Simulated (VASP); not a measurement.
A run of VASP 6.6.1:

Contents of INCAR:

```
PREC = Accurate ; ENCUT = 520
EDIFF = 1E-7 ; ISMEAR = -1
SIGMA = 0.05 ; LREAL = F
LASPH = T ; NELM = 60
ALGO = Normal ; ISIF = 2
LWAVE = F ; LCHARG = F
GGA = PS ; NBANDS = 12
```

File KPOINTS:

```
regular mesh
0
Gamma
  12 12 7
```

POSCAR

```
Sb
1.0
    3.3353101777      0.0000000000      0.0000000000
   -1.6676550889      2.8884633434      0.0000000000
    0.0000000000      0.0000000000      5.3300000000
Sb
2
Direct
    0.3333333333      0.6666666667      0.2500000000
    0.6666666667      0.3333333333      0.7500000000
```

Potentials or basis: VASP PAW PBE potentials, release 64 (Sb).

Launch:

```sh
$ cat potpaw_PBE.64/Sb/POTCAR > POTCAR
$ mpirun -np 1 vasp_std > vasp.out
```

Hardware: 1 thread of Intel Xeon 8259CL, on a shared host.

Task: Estimate the wall time of this run.

Result: It took 59 s on 1 thread of Intel Xeon 8259CL, on a shared host, peak memory 0.2 GiB. Counts: scf iterations 12, k points 76.
